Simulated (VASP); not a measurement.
# CdSb2O2 (R-3m) in VASP: further runs

Runs on CdSb2O2. Level: PBE. Tasks: single point, relaxation of cell and atoms.

Program: VASP 6.6.1. These are calculated values, not measurements. Logs are shortened: lines on timing, memory, paths and dates and some standing lists are left out, and cuts for length are marked.

### 1 The cell of the first run

Symmetry: R-3m, No. 166, trigonal system. Conventional cell: a = 5.152 Å, b = 5.152 Å, c = 15.624 Å, α = 90.00°, β = 90.00°, γ = 120.00°. Cd (site symmetry -3m) has 6 Sb at 2.98 Å and 6 O at 3.39 Å within 3.9 Å. Within 2.3 Å of Sb (site symmetry 3m) lie 1 O at 1.71 Å. Within 2.3 Å of O (site symmetry 3m) lie 1 Sb at 1.71 Å and 1 O at 1.95 Å.

The cell was built from a structure type or drawn by symmetry, and may not be a known phase.

### 2 Single point, PBE

Contents of INCAR:

```
PREC = Accurate
ENCUT = 600
EDIFF = 1E-6
ISMEAR = 0
SIGMA = 0.1
LREAL = False
LASPH = True
NELM = 120
ALGO = Normal
ISIF = 2
LWAVE = False
LCHARG = True
GGA = PE
LELF = True
LVHAR = True
NBANDS = 39
GGA_COMPAT = False
```

Contents of KPOINTS:

```
Automatic mesh
0
Gamma
  6 6 6
```

Contents of POSCAR:

```
CdSb2O2
1.0
    2.5758224500      1.4871517800      5.2079214400
   -2.5758224500      1.4871517800      5.2079214400
    0.0000000000     -2.9743035700      5.2079214400
Cd Sb O
1 2 2
Direct
    0.0000000000      0.0000000000      0.0000000000
    0.3281047600      0.3281047600      0.3281047600
    0.6718952400      0.6718952400      0.6718952400
    0.4376037100      0.4376037100      0.4376037100
    0.5623962900      0.5623962900      0.5623962900
```

Potentials or basis: VASP PAW PBE potentials, release 64 (Cd_sv_GW, Sb_d_GW, O).

Launch:

```console
$ cat potpaw_PBE.64/Cd_sv_GW/POTCAR potpaw_PBE.64/Sb_d_GW/POTCAR potpaw_PBE.64/O/POTCAR > POTCAR
$ mpirun -np 1 vasp_std > vasp.out
```

OUTCAR:

```text
PREC = Accurate
   ENCUT = 600
   EDIFF = 1E-6
   ISMEAR = 0
   LREAL = False
   LASPH = True
   NELM = 120
   ISIF = 2
   GGA = PE

 ion  position               nearest neighbor table
   1  0.000  0.000  0.000-   3 2.98   2 2.98   3 2.98   3 2.98   2 2.98   2 2.98
   2  0.328  0.328  0.328-   4 1.71   1 2.98   1 2.98   1 2.98   3 2.98   3 2.98   3 2.98
   3  0.672  0.672  0.672-   5 1.71   1 2.98   1 2.98   1 2.98   2 2.98   2 2.98   2 2.98
   4  0.438  0.438  0.438-   2 1.71   5 1.95
   5  0.562  0.562  0.562-   3 1.71   4 1.95

  LATTYP: Found a trigonal (rhomboedric) cell.
 ALAT       =     5.9974100607
 COS(alpha) =     0.6310781691

  Lattice vectors:

 A1 = (   2.5758224500,   1.4871517800,   5.2079214400)
 A2 = (  -2.5758224500,   1.4871517800,   5.2079214400)
 A3 = (   0.0000000000,  -2.9743035700,   5.2079214400)

Analysis of symmetry for initial positions (statically):
=====================================================================
 Subroutine PRICEL returns:
 Original cell was already a primitive cell.

 Routine SETGRP: Setting up the symmetry group for a
 trigonal (rhombohedral) supercell.

 Subroutine GETGRP returns: Found 12 space group operations
 (whereof 12 operations were pure point group operations)
 out of a pool of 12 trial point group operations.

The static configuration has the point symmetry D_3d.

Analysis of symmetry for dynamics (positions and initial velocities):
=====================================================================
 Subroutine PRICEL returns:
 Original cell was already a primitive cell.

 Routine SETGRP: Setting up the symmetry group for a
 trigonal (rhombohedral) supercell.

 Subroutine GETGRP returns: Found 12 space group operations
 (whereof 12 operations were pure point group operations)
 out of a pool of 12 trial point group operations.

The dynamic configuration has the point symmetry D_3d.

 Subroutine INISYM returns: Found 12 space group operations
 (whereof 12 operations are pure point group operations),
 and found     1 'primitive' translations

----------------------------------------------------------------------------------------

                                     Primitive cell

  volume of cell :     119.6980

  direct lattice vectors                    reciprocal lattice vectors
     2.575822450  1.487151780  5.207921440     0.194112758  0.112071053  0.064005062
    -2.575822450  1.487151780  5.207921440    -0.194112758  0.112071053  0.064005062
     0.000000000 -2.974303570  5.207921440     0.000000000 -0.224142106  0.064005062

  length of vectors
     5.997410061  5.997410061  5.997410062     0.233101548  0.233101548  0.233101548

  position of ions in fractional coordinates (direct lattice)
     0.000000000  0.000000000  0.000000000
     0.328104760  0.328104760  0.328104760
     0.671895240  0.671895240  0.671895240
     0.437603710  0.437603710  0.437603710
     0.562396290  0.562396290  0.562396290

  ion indices of the primitive-cell ions
   primitive index   ion index
                 1           1
                 2           2
                 3           3
                 4           4
                 5           5

----------------------------------------------------------------------------------------

 KPOINTS: Automatic mesh

Automatic generation of k-mesh.
 Grid dimensions read from file:
 generate k-points for:    6    6    6

 Generating k-lattice:

  Cartesian coordinates                     Fractional coordinates (reciprocal lattice)
     0.032352126  0.018678509  0.010667510     0.166666667  0.000000000  0.000000000
    -0.032352126  0.018678509  0.010667510     0.000000000  0.166666667  0.000000000
     0.000000000 -0.037357018  0.010667510     0.000000000  0.000000000  0.166666667

  Length of vectors
     0.038850258  0.038850258  0.038850258

  Shift w.r.t. Gamma in fractional coordinates (k-lattice)
     0.000000000  0.000000000  0.000000000

 Subroutine IBZKPT returns following result:
 ===========================================

 Found     32 irreducible k-points:

 Following reciprocal coordinates:
            Coordinates               Weight
  0.000000  0.000000  0.000000      1.000000
  0.166667 -0.000000  0.000000      6.000000
  0.333333  0.000000  0.000000      6.000000
  0.500000 -0.000000  0.000000      3.000000
  0.166667  0.166667  0.000000      6.000000
  0.333333  0.166667  0.000000     12.000000
[... 16 lines left out ...]
  0.500000  0.500000  0.166667      6.000000
 -0.333333  0.500000  0.166667     12.000000
 [... further k-points ...]
   k-points           NKPTS =     32   k-points in BZ     NKDIM =     32   number of bands    NBANDS=     39
   number of dos      NEDOS =    301   number of ions     NIONS =      5
   total plane-waves  NPLWV = 110592
   dimension x,y,z NGX =    48 NGY =   48 NGZ =   48
   dimension x,y,z NGXF=    96 NGYF=   96 NGZF=   96
   ions per type =               1   2   2
   NGX,Y,Z   is equivalent  to a cutoff of  13.31, 13.31, 13.31 a.u.
   NGXF,Y,Z  is equivalent  to a cutoff of  26.61, 26.61, 26.61 a.u.
 SYSTEM =  unknown system
   PREC   = accura    normal or accurate (medium, high low for compatibility)
   ISTART =      0    job   : 0-new  1-cont  2-samecut
   ICHARG =      2    charge: 1-file 2-atom 10-const
   ISPIN  =      1    spin polarized calculation?
   LNONCOLLINEAR =      F non collinear calculations
   LSORBIT =      F    spin-orbit coupling
   LASPH  =      T    aspherical Exc in radial PAW
   ENCUT  =  600.0 eV  44.10 Ry    6.64 a.u.  11.98 11.98 11.98*2*pi/ulx,y,z
   NELM   =    120;   NELMIN=  2; NELMDL= -5     # of ELM steps
   EDIFF  = 0.1E-05   stopping-criterion for ELM
   LREAL  =      F    real-space projection
   EDIFFG = 0.1E-04   stopping-criterion for IOM
   NSW    =      0    number of steps for IOM
   IBRION =     -1    ionic relax: 0-MD 1-quasi-New 2-CG
   NFREE  =      0    steps in history (QN), initial steepest desc. (CG)
   ISIF   =      2    stress and relaxation
   ISYM   =      2    0-nonsym 1-usesym 2-fastsym
   POTIM  = 0.5000    time-step for ionic-motion
   TEBEG  =    0.0;   TEEND  =   0.0 temperature during run
   PSTRESS=    0.0 pullay stress
   NELECT =      62.0000    total number of electrons
   NUPDOWN=      -1.0000    fix difference up-down
   EMIN   =  10.00;   EMAX   =-10.00  energy-range for DOS
   EFERMI =   0.00;   METHOD = LEGACY
   ISMEAR =     0;   SIGMA  =   0.10  broadening in eV -4-tet -1-fermi 0-gaus
   EFERMI_NEDOS =   21; number of points for ismear=-14 and -15
   IALGO  =     38    algorithm
   IMIX   =      4    mixing-type and parameters
     AMIX     =   0.40;   BMIX     =  1.00
     AMIX_MAG =   1.60;   BMIX_MAG =  1.00
  volume/ion in A,a.u.               =      23.94       161.55
  Fermi-wavevector in a.u.,A,eV,Ry     =   1.314750  2.484517 23.518580  1.728567
  Thomas-Fermi vector in A             =   2.444981
   LORBIT       =      0    0 simple, 1 ext, 2 COOP (PROOUT), +10 PAW based schemes
   GGA     = PE    functional components
   LHFCALC =     F    Hartree Fock is set to
   AEXX    =    0.0000 exact exchange contribution
   IVDW    =     0    specifies the selected vdW correction
   LEPSILON=     F    determine dielectric tensor
   LRPA    =     F    only Hartree local field effects (RPA)
 non-spin polarized calculation
 Gauss-broadening in eV      SIGMA  =   0.10
  energy-cutoff  :      600.00
  volume of cell :      119.70
 maximum number of plane-waves:      4035
   NGX = 23   NGY = 23   NGZ = 23

 number of electron      62.0000008 magnetization

 Free energy of the ion-electron system (eV)
  ---------------------------------------------------
  ext. energy  EPLUGINS =         0.00000000
  ---------------------------------------------------
  free energy    TOTEN  =       -16.13052693 eV

  energy without entropy =      -16.12004810  energy(sigma->0) =      -16.12528752

 E-fermi :   2.8139     XC(G=0):  -8.7885

 val. band max:        2.8023088569   @ k =   0.3333   0.1667   0.1667
 cond. band min:       2.8798121889   @ k =   0.0000   0.0000   0.0000
 fundamental gap:      0.0775033320
 Fermi energy:         2.8139149163

 k-point     1 :       0.0000    0.0000    0.0000
  band No.  band energies     occupation
      1    -100.2532      2.00000
      2     -61.3076      2.00000
      3     -61.3076      2.00000
      4     -61.2847      2.00000
      5     -26.6498      2.00000
      6     -26.5634      2.00000
[... 31 lines left out ...]
     38      10.9052      0.00000
     39      10.9207      0.00000

 k-point     2 :       0.1667   -0.0000    0.0000
  band No.  band energies     occupation
      1    -100.2532      2.00000
      2     -61.3076      2.00000
      3     -61.3076      2.00000
      4     -61.2847      2.00000
      5     -26.6464      2.00000
      6     -26.5718      2.00000
[... 31 lines left out ...]
     38      10.1835      0.00000
     39      10.5615      0.00000

 k-point     3 :       0.3333    0.0000    0.0000
  band No.  band energies     occupation
      1    -100.2532      2.00000
      2     -61.3076      2.00000
      3     -61.3076      2.00000
      4     -61.2847      2.00000
      5     -26.6370      2.00000
      6     -26.5903      2.00000
[... 31 lines left out ...]
     38       9.4692      0.00000
     39       9.5975      0.00000

 k-point     4 :       0.5000   -0.0000    0.0000
  band No.  band energies     occupation
      1    -100.2532      2.00000
      2     -61.3077      2.00000
      3     -61.3077      2.00000
      4     -61.2847      2.00000
      5     -26.6287      2.00000
      6     -26.6028      2.00000
[... 31 lines left out ...]
     38       9.2155      0.00000
     39      10.2465      0.00000
[... 754 lines left out ...]
     38       9.2319      0.00000
     39      10.4547      0.00000

 k-point    23 :       0.5000    0.5000    0.1667
  band No.  band energies     occupation
      1    -100.2532      2.00000
      2     -61.3076      2.00000
      3     -61.3076      2.00000
      4     -61.2848      2.00000
      5     -26.6336      2.00000
      6     -26.5935      2.00000
[... 31 lines left out ...]
     38       9.7662      0.00000
     39      10.6189      0.00000

 k-point    24 :      -0.3333    0.5000    0.1667
  band No.  band energies     occupation
      1    -100.2532      2.00000
      2     -61.3076      2.00000
      3     -61.3076      2.00000
      4     -61.2848      2.00000
      5     -26.6254      2.00000
      6     -26.6054      2.00000
[... 31 lines left out ...]
     38       9.7268      0.00000
     39      10.3503      0.00000

 [... further k-points ...]
[... 5 lines left out ...]
  --------------------------------------------------------------------------------------
  -------------------------------------------------------------------------------------
  Total        8.0177100      8.0177100     35.9594858      0.0000000     -0.0000000      0.0000000
  in kB      107.3183614    107.3183612    481.3236041      0.0000000     -0.0000003      0.0000000
  external PRESSURE =     231.9867756 kB  Pullay stress =       0.0000000 kB

 VOLUME and BASIS-vectors are now :
 -----------------------------------------------------------------------------
  energy-cutoff  :      600.00
  volume of cell :      119.70
      direct lattice vectors                 reciprocal lattice vectors
     2.575822450  1.487151780  5.207921440     0.194112758  0.112071053  0.064005062
    -2.575822450  1.487151780  5.207921440    -0.194112758  0.112071053  0.064005062
     0.000000000 -2.974303570  5.207921440     0.000000000 -0.224142106  0.064005062

 POSITION                                       TOTAL-FORCE (eV/Angst)
 -----------------------------------------------------------------------------------
      0.00000      0.00000      0.00000         0.000000      0.000000     -0.000000
      0.00000     -0.00000      5.12623         0.000000      0.000000     -7.749467
      0.00000     -0.00000     10.49753         0.000000     -0.000000      7.749467
      0.00000     -0.00000      6.83702         0.000000     -0.000000      5.458417
      0.00000     -0.00000      8.78675         0.000000      0.000000     -5.458417
 -----------------------------------------------------------------------------------
    total drift:                               -0.000000      0.000000     -0.000000

  FREE ENERGIE OF THE ION-ELECTRON SYSTEM (eV)
  ---------------------------------------------------
  free  energy   TOTEN  =       -16.1305269336 eV

  energy  without entropy=      -16.1200481012  energy(sigma->0) =      -16.12528752
```

It took 3.4 min on 1 thread of Intel Xeon 6975P-C (Granite Rapids), shared host; peak memory 0.47 GiB.

What came out:

* Free energy: -16.1305 eV
* Pressure: 23.2 GPa
* Largest force: 7.749 eV/Å
* Band gap on the k mesh: zero (bands 31 and 32 overlap by 0.43 eV)

Forces in eV/Å, atoms in the order of the input:
```
Cd   0.000  0.000  0.000
Sb   0.000  0.000 -7.749
Sb   0.000  0.000  7.749
O    0.000  0.000  5.458
O    0.000  0.000 -5.458
```

Caveat: the cell stands under pressure; spin-orbit coupling is left out, which moves the levels of the heavy elements; forces of over 1 eV/Å act on the atoms, so gaps and moduli don't describe the material at rest.

### 3 Single point, PBE

This run uses another cell than the first one, of 42.01 Å³/atom.

Contents of INCAR:

```
  PREC = Accurate
  ENCUT = 600
  EDIFF = 1E-6
  ISMEAR = 0
  SIGMA = 0.1
  LREAL = False
  LASPH = True
  NELM = 120
  ALGO = Normal
  ISIF = 2
  LWAVE = False
  LCHARG = False
  GGA = PE
  NBANDS = 39
  GGA_COMPAT = False
```

Contents of KPOINTS:

```
regular mesh
0
Gamma
  6 6 6
```

Contents of POSCAR:

```
CdSb2O2
1.0
    2.8147302219      1.6250852489      7.6542646166
   -2.8147302219      1.6250852489      7.6542646166
    0.0000000000     -3.2501705051      7.6542646150
Cd Sb O
1 2 2
Direct
    0.0000000000      0.0000000000      0.0000000000
    0.3492712558      0.3492712558      0.3492712558
    0.6507287442      0.6507287442      0.6507287442
    0.4296433093      0.4296433093      0.4296433093
    0.5703566907      0.5703566907      0.5703566907
```

Potentials or basis: VASP PAW PBE potentials, release 64 (Cd_sv_GW, Sb_d_GW, O).

Launch:

```console
$ cat potpaw_PBE.64/Cd_sv_GW/POTCAR potpaw_PBE.64/Sb_d_GW/POTCAR potpaw_PBE.64/O/POTCAR > POTCAR
$ mpirun -np 1 vasp_std > vasp.out
```

Wall time 13 min (1 thread of Intel Xeon 6975P-C (Granite Rapids), shared host); peak memory 0.96 GiB.

It converged, with:

```yaml
Free_energy: -19.3256 eV
Pressure: 0.0 GPa
Largest_force: 0.130 eV/Å
Band_gap_on_the_k_mesh: zero (bands 31 and 32 overlap by 0.93 eV)
```

Forces on the atoms (eV/Å):
```
Cd   0.000  0.000  0.000
Sb   0.000  0.000 -0.130
Sb   0.000  0.000  0.130
O    0.000  0.000  0.115
O    0.000  0.000 -0.115
```

Stress tensor (GPa, compression positive):
```
-0.18  0.00  0.00
 0.00 -0.18  0.00
 0.00  0.00  0.44
```

Levels at points of the mesh, in eV from the Fermi level:
```csv
k point,band 27,band 28,band 29,band 30,band 31,band 32,band 33,band 34,band 35,band 36
"(0.00, 0.00, 0.00)",-2.18,-2.11,-2.11,-0.42,-0.06,-0.06,0.39,0.39,1.81,5.42
"(0.50, 0.00, 0.00)",-2.04,-1.83,-1.75,-1.22,-0.50,2.30,2.64,2.99,3.29,3.52
"(0.50, 0.50, 0.00)",-2.26,-1.77,-1.74,-1.16,-0.57,2.28,2.67,3.03,3.27,3.32
"(0.50, 0.50, 0.50)",-2.40,-2.06,-2.06,-0.39,-0.11,-0.11,0.42,0.42,1.50,6.29
```

Caveat: spin-orbit coupling is left out, which moves the levels of the heavy elements.

[end of part 1 of 2]
